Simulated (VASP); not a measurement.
# GaN (P6_3mc) in VASP: a series of runs

Runs on GaN. Level: LDA. Tasks: single point.

All numbers are computed with VASP 6.6.1; they aren't measurements. Logs are shortened: lines on timing, memory, paths and dates and some standing lists are left out, and cuts for length are marked.

**1. The cell of the first run**

The structure is hexagonal, space group P6_3mc (No. 186). Conventional cell: a = 3.168 Å, b = 3.168 Å, c = 5.126 Å, α = 90.00°, β = 90.00°, γ = 120.00°. Ga (site symmetry 3m) has 4 N at 1.93 to 1.94 Å within 2.6 Å. Within 2.6 Å of N (site symmetry 3m) lie 4 Ga at 1.93 to 1.94 Å.

**2. Single point, LDA (film at in-plane strain +0.005)**

INCAR reads:

```
SYSTEM = GaN
PREC = Accurate
ENCUT = 520
EDIFF = 1E-6
ISMEAR = 0
SIGMA = 0.01
LREAL = .FALSE.
LASPH = .TRUE.
NELM = 60
ALGO = Normal
ISIF = 2
LWAVE = .FALSE.
LCHARG = .FALSE.
NBANDS = 26
```

KPOINTS reads:

```
Automatic mesh
0
G
  8 8 4
  0 0 0
```

POSCAR reads:

```
GaN
1.0
    3.1675736490      0.0000000000      0.0000000000
   -1.5837868245      2.7431992484      0.0000000000
    0.0000000000      0.0000000000      5.1259197476
Ga N
2 2
Direct
    0.3333333333      0.6666666667     -0.0013369312
    0.6666666667      0.3333333333      0.4986630688
    0.3333333333      0.6666666667      0.3763369312
    0.6666666667      0.3333333333      0.8763369312
```

Potentials or basis: VASP PAW LDA potentials, release 64 (Ga_d, N).

On the command line:

```
cat potpaw_LDA.64/Ga_d/POTCAR potpaw_LDA.64/N/POTCAR > POTCAR
mpirun -np 1 vasp_std > vasp.out
```

OUTCAR:

```text
SYSTEM = GaN
   PREC = Accurate
   ENCUT = 520
   EDIFF = 1E-6
   ISMEAR = 0
   LREAL = .FALSE.
   LASPH = .TRUE.
   NELM = 60
   ISIF = 2

 ion  position               nearest neighbor table
   1  0.333  0.667  0.999-   4 1.93   4 1.93   4 1.93   3 1.94
   2  0.667  0.333  0.499-   3 1.93   3 1.93   3 1.93   4 1.94
   3  0.333  0.667  0.376-   2 1.93   2 1.93   2 1.93   1 1.94
   4  0.667  0.333  0.876-   1 1.93   1 1.93   1 1.93   2 1.94

  LATTYP: Found a hexagonal cell.
 ALAT       =     3.1675736490
 C/A-ratio  =     1.6182480080

  Lattice vectors:

 A1 = (   3.1675736490,   0.0000000000,   0.0000000000)
 A2 = (  -1.5837868245,   2.7431992484,   0.0000000000)
 A3 = (   0.0000000000,   0.0000000000,   5.1259197476)

Analysis of symmetry for initial positions (statically):
=====================================================================
 Subroutine PRICEL returns:
 Original cell was already a primitive cell.

 Routine SETGRP: Setting up the symmetry group for a
 hexagonal supercell.

 Subroutine GETGRP returns: Found 12 space group operations
 (whereof  6 operations were pure point group operations)
 out of a pool of 24 trial point group operations.

The static configuration has the point symmetry C_3v.
 The point group associated with its full space group is C_6v.

Analysis of symmetry for dynamics (positions and initial velocities):
=====================================================================
 Subroutine PRICEL returns:
 Original cell was already a primitive cell.

 Routine SETGRP: Setting up the symmetry group for a
 hexagonal supercell.

 Subroutine GETGRP returns: Found 12 space group operations
 (whereof  6 operations were pure point group operations)
 out of a pool of 24 trial point group operations.

The dynamic configuration has the point symmetry C_3v.
 The point group associated with its full space group is C_6v.

 Subroutine INISYM returns: Found 12 space group operations
 (whereof  6 operations are pure point group operations),
 and found     1 'primitive' translations

----------------------------------------------------------------------------------------

                                     Primitive cell

  volume of cell :      44.5406

  direct lattice vectors                    reciprocal lattice vectors
     3.167573649  0.000000000  0.000000000     0.315699053  0.182268933  0.000000000
    -1.583786824  2.743199248  0.000000000     0.000000000  0.364537866  0.000000000
     0.000000000  0.000000000  5.125919748     0.000000000  0.000000000  0.195086940

  length of vectors
     3.167573649  3.167573649  5.125919748     0.364537866  0.364537866  0.195086940

  position of ions in fractional coordinates (direct lattice)
     0.333333333  0.666666667  0.998663069
     0.666666667  0.333333333  0.498663069
     0.333333333  0.666666667  0.376336931
     0.666666667  0.333333333  0.876336931

  ion indices of the primitive-cell ions
   primitive index   ion index
                 1           1
                 2           2
                 3           3
                 4           4

----------------------------------------------------------------------------------------

 KPOINTS: Automatic mesh

Automatic generation of k-mesh.
 Grid dimensions read from file:
 generate k-points for:    8    8    4

 Generating k-lattice:

  Cartesian coordinates                     Fractional coordinates (reciprocal lattice)
     0.039462382  0.022783617  0.000000000     0.125000000 -0.000000000  0.000000000
     0.000000000  0.045567233  0.000000000     0.000000000  0.125000000  0.000000000
     0.000000000  0.000000000  0.048771735     0.000000000  0.000000000  0.250000000

  Length of vectors
     0.045567233  0.045567233  0.048771735

  Shift w.r.t. Gamma in fractional coordinates (k-lattice)
     0.000000000  0.000000000  0.000000000

 Subroutine IBZKPT returns following result:
 ===========================================

 Found     30 irreducible k-points:

 Following reciprocal coordinates:
            Coordinates               Weight
  0.000000  0.000000  0.000000      1.000000
  0.125000  0.000000  0.000000      6.000000
  0.250000  0.000000  0.000000      6.000000
  0.375000  0.000000  0.000000      6.000000
  0.500000  0.000000  0.000000      3.000000
  0.125000  0.125000  0.000000      6.000000
[... 16 lines left out ...]
  0.250000  0.000000  0.500000      6.000000
  0.375000  0.000000  0.500000      6.000000
 [... further k-points ...]
   k-points           NKPTS =     30   k-points in BZ     NKDIM =     30   number of bands    NBANDS=     26
   number of dos      NEDOS =    301   number of ions     NIONS =      4
   total plane-waves  NPLWV =  23040
   dimension x,y,z NGX =    24 NGY =   24 NGZ =   40
   dimension x,y,z NGXF=    48 NGYF=   48 NGZF=   80
   ions per type =               2   2
   NGX,Y,Z   is equivalent  to a cutoff of  12.60, 12.60, 12.97 a.u.
   NGXF,Y,Z  is equivalent  to a cutoff of  25.19, 25.19, 25.95 a.u.
 SYSTEM =  GaN
   PREC   = accura    normal or accurate (medium, high low for compatibility)
   ISTART =      0    job   : 0-new  1-cont  2-samecut
   ICHARG =      2    charge: 1-file 2-atom 10-const
   ISPIN  =      1    spin polarized calculation?
   LNONCOLLINEAR =      F non collinear calculations
   LSORBIT =      F    spin-orbit coupling
   LASPH  =      T    aspherical Exc in radial PAW
   ENCUT  =  520.0 eV  38.22 Ry    6.18 a.u.   5.89  5.89  9.53*2*pi/ulx,y,z
   NELM   =     60;   NELMIN=  2; NELMDL= -5     # of ELM steps
   EDIFF  = 0.1E-05   stopping-criterion for ELM
   LREAL  =      F    real-space projection
   EDIFFG = 0.1E-04   stopping-criterion for IOM
   NSW    =      0    number of steps for IOM
   IBRION =     -1    ionic relax: 0-MD 1-quasi-New 2-CG
   NFREE  =      0    steps in history (QN), initial steepest desc. (CG)
   ISIF   =      2    stress and relaxation
   ISYM   =      2    0-nonsym 1-usesym 2-fastsym
   POTIM  = 0.5000    time-step for ionic-motion
   TEBEG  =    0.0;   TEEND  =   0.0 temperature during run
   PSTRESS=    0.0 pullay stress
   NELECT =      36.0000    total number of electrons
   NUPDOWN=      -1.0000    fix difference up-down
   EMIN   =  10.00;   EMAX   =-10.00  energy-range for DOS
   EFERMI =   0.00;   METHOD = LEGACY
   ISMEAR =     0;   SIGMA  =   0.01  broadening in eV -4-tet -1-fermi 0-gaus
   EFERMI_NEDOS =   21; number of points for ismear=-14 and -15
   IALGO  =     38    algorithm
   IMIX   =      4    mixing-type and parameters
     AMIX     =   0.40;   BMIX     =  1.00
     AMIX_MAG =   1.60;   BMIX_MAG =  1.00
  volume/ion in A,a.u.               =      11.14        75.14
  Fermi-wavevector in a.u.,A,eV,Ry     =   1.524955  2.881747 31.640183  2.325488
  Thomas-Fermi vector in A             =   2.633191
   LORBIT       =      0    0 simple, 1 ext, 2 COOP (PROOUT), +10 PAW based schemes
   GGA     = CA    functional components
   LHFCALC =     F    Hartree Fock is set to
   AEXX    =    0.0000 exact exchange contribution
   IVDW    =     0    specifies the selected vdW correction
   LEPSILON=     F    determine dielectric tensor
   LRPA    =     F    only Hartree local field effects (RPA)
 non-spin polarized calculation
 Gauss-broadening in eV      SIGMA  =   0.01
  energy-cutoff  :      520.00
  volume of cell :       44.54
 maximum number of plane-waves:      1209
 NGX is ok and might be reduce to    24
   NGX = 11   NGY = 11   NGZ = 19

 number of electron      36.0000023 magnetization

 Free energy of the ion-electron system (eV)
  ---------------------------------------------------
  ext. energy  EPLUGINS =         0.00000000
  ---------------------------------------------------
  free energy    TOTEN  =       -27.90875020 eV

  energy without entropy =      -27.90875020  energy(sigma->0) =      -27.90875020

 E-fermi :   5.3962     XC(G=0): -12.2574

 val. band max:        5.3405372882   @ k =   0.0000   0.0000   0.0000
 cond. band min:       7.4613757899   @ k =   0.0000   0.0000   0.0000
 fundamental gap:      2.1208385017
 Fermi energy:         5.3962165583

 k-point     1 :       0.0000    0.0000    0.0000
  band No.  band energies     occupation
      1     -10.7199      2.00000
      2      -9.7625      2.00000
      3      -8.2204      2.00000
      4      -8.2058      2.00000
      5      -8.2058      2.00000
      6      -8.1393      2.00000
[... 18 lines left out ...]
     25      17.0321      0.00000
     26      17.0321      0.00000

 k-point     2 :       0.1250    0.0000    0.0000
  band No.  band energies     occupation
      1     -10.5611      2.00000
      2      -9.7247      2.00000
      3      -8.2034      2.00000
      4      -8.1831      2.00000
      5      -8.1569      2.00000
      6      -8.1190      2.00000
[... 18 lines left out ...]
     25      16.6428      0.00000
     26      17.3673      0.00000

 k-point     3 :       0.2500    0.0000    0.0000
  band No.  band energies     occupation
      1     -10.1892      2.00000
      2      -9.6538      2.00000
      3      -8.1624      2.00000
      4      -8.1432      2.00000
      5      -8.0757      2.00000
      6      -8.0299      2.00000
[... 18 lines left out ...]
     25      16.7437      0.00000
     26      18.0554      0.00000

 k-point     4 :       0.3750    0.0000    0.0000
  band No.  band energies     occupation
      1      -9.8758      2.00000
      2      -9.6099      2.00000
      3      -8.1502      2.00000
      4      -8.1286      2.00000
      5      -8.0368      2.00000
      6      -7.9747      2.00000
[... 18 lines left out ...]
     25      17.1860      0.00000
     26      18.7042      0.00000

 k-point     5 :       0.5000    0.0000    0.0000
  band No.  band energies     occupation
      1      -9.7752      2.00000
      2      -9.5987      2.00000
      3      -8.1555      2.00000
      4      -8.1284      2.00000
      5      -8.0258      2.00000
      6      -7.9789      2.00000
[... 18 lines left out ...]
     25      17.7376      0.00000
     26      18.7518      0.00000

 k-point     6 :       0.1250    0.1250    0.0000
  band No.  band energies     occupation
      1     -10.2946      2.00000
      2      -9.6715      2.00000
      3      -8.1641      2.00000
      4      -8.1590      2.00000
      5      -8.0904      2.00000
      6      -8.0821      2.00000
[... 427 lines left out ...]
 k-point    21 :       0.0000    0.0000    0.5000
  band No.  band energies     occupation
      1     -10.1165      2.00000
      2     -10.1165      2.00000
      3      -8.1841      2.00000
      4      -8.1841      2.00000
      5      -8.1841      2.00000
      6      -8.1841      2.00000
[... 18 lines left out ...]
     25      15.6759      0.00000
     26      15.6759      0.00000

 k-point    22 :       0.1250    0.0000    0.5000
  band No.  band energies     occupation
      1     -10.0174      2.00000
      2     -10.0174      2.00000
      3      -8.1681      2.00000
      4      -8.1681      2.00000
      5      -8.1551      2.00000
      6      -8.1551      2.00000
[... 18 lines left out ...]
     25      16.0928      0.00000
     26      16.0928      0.00000

 k-point    23 :       0.2500    0.0000    0.5000
  band No.  band energies     occupation
      1      -9.8135      2.00000
      2      -9.8135      2.00000
      3      -8.1399      2.00000
      4      -8.1399      2.00000
      5      -8.0895      2.00000
      6      -8.0895      2.00000
[... 18 lines left out ...]
     25      16.9309      0.00000
     26      16.9309      0.00000

 k-point    24 :       0.3750    0.0000    0.5000
  band No.  band energies     occupation
      1      -9.6702      2.00000
      2      -9.6702      2.00000
      3      -8.1498      2.00000
      4      -8.1498      2.00000
      5      -8.0371      2.00000
      6      -8.0371      2.00000
[... 18 lines left out ...]
     25      17.4709      0.00000
     26      17.4709      0.00000

 [... further k-points ...]
[... 5 lines left out ...]
  --------------------------------------------------------------------------------------
  -------------------------------------------------------------------------------------
  Total       -0.3317766     -0.3317766      0.2884188      0.0000000     -0.0000000      0.0000000
  in kB      -11.9343957    -11.9343957     10.3747664      0.0000000     -0.0000000      0.0000000
  external PRESSURE =      -4.4980083 kB  Pullay stress =       0.0000000 kB

 VOLUME and BASIS-vectors are now :
 -----------------------------------------------------------------------------
  energy-cutoff  :      520.00
  volume of cell :       44.54
      direct lattice vectors                 reciprocal lattice vectors
     3.167573649  0.000000000  0.000000000     0.315699053  0.182268933  0.000000000
    -1.583786824  2.743199248  0.000000000     0.000000000  0.364537866  0.000000000
     0.000000000  0.000000000  5.125919748     0.000000000  0.000000000  0.195086940

 POSITION                                       TOTAL-FORCE (eV/Angst)
 -----------------------------------------------------------------------------------
     -0.00000      1.82880      5.11907        -0.000000      0.000000     -0.000374
      1.58379      0.91440      2.55611        -0.000000     -0.000000     -0.000374
     -0.00000      1.82880      1.92907         0.000000      0.000000      0.000374
      1.58379      0.91440      4.49203        -0.000000     -0.000000      0.000374
 -----------------------------------------------------------------------------------
    total drift:                               -0.000001     -0.000001      0.001674

  FREE ENERGIE OF THE ION-ELECTRON SYSTEM (eV)
  ---------------------------------------------------
  free  energy   TOTEN  =       -27.9087502035 eV

  energy  without entropy=      -27.9087502035  energy(sigma->0) =      -27.90875020
```

It took 12 s on 1 thread of Intel Xeon 6975P-C (Granite Rapids), shared host; peak memory 0.15 GiB.

What came out:

| Quantity | Value |
| --- | --- |
| Free energy | -27.9088 eV |
| Pressure | -0.4 GPa |
| Band gap on the k mesh | 2.12 eV, direct |

Levels at points of the mesh, in eV from the valence-band top:
| k point | band 16 | band 17 | band 18 | band 19 | band 20 | band 21 |
| --- | --- | --- | --- | --- | --- | --- |
| (0.00, 0.00, 0.00) | -0.01 | 0.00 | 0.00 | 2.12 | 4.26 | 9.25 |
| (0.50, 0.00, 0.00) | -2.88 | -2.29 | -1.03 | 4.94 | 5.65 | 6.04 |
| (0.00, 0.00, 0.50) | -0.56 | -0.56 | -0.56 | 4.35 | 4.35 | 8.47 |
| (0.50, 0.00, 0.50) | -2.03 | -1.92 | -1.92 | 4.40 | 4.40 | 7.78 |

Caveat: the cell differs from its parent crystal (film at in-plane strain +0.005).

(Part 1 of 2 ends here.)
